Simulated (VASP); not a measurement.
Runs of VASP 6.6.1 on P. The structure is that of space group Im-3m (No. 229), or close to it. The cells are those of the table. 

```csv
task,cell,k mesh,cutoff (eV),gap on the mesh (eV),pressure (GPa)
relaxation of cell and atoms,"relaxed from a = 2.704 Å, angles 109.5°, 1 atom",14 × 14 × 14,600,none,0.0
single point,"a = 2.610 Å, angles 109.5°, 1 atom",14 × 14 × 14,520,none,(a)
single point,"a = 2.610 Å, angles 109.5°, 1 atom",16 × 16 × 16,520,none,0.0
single point,"a = 2.610 Å, angles 109.5°, 1 atom",24 × 24 × 24,520,none,0.0
single point,"a = 2.501 Å, angles 109.5°, 1 atom",16 × 16 × 16,520,none,18.0
single point,"a = 2.678 Å, angles 109.5°, 1 atom",16 × 16 × 16,520,none,-7.2
single point,"a = 2.645 Å, angles 109.5°, 1 atom",16 × 16 × 16,520,none,(b)
single point,"a = 2.539 Å, angles 109.5°, 1 atom",16 × 16 × 16,520,none,10.6
single point,"a = 2.575 Å, angles 109.5°, 1 atom",16 × 16 × 16,520,none,4.7
single point,"a = 2.711 Å, angles 109.5°, 1 atom",16 × 16 × 16,520,none,-9.9
```

Alike in all rows: level PBEsol; potentials or basis VASP PAW PBE potentials, release 64 (P); no spin polarisation; smearing fermi-dirac 0.1 eV.

Task: Estimate the missing entries.

Result: (a) 0.1; (b) -3.9.

Caveats: the PAW data sets were made with another functional, which shifts forces and pressure a little.

A gap of «none» marks levels without a gap at the run's occupations.
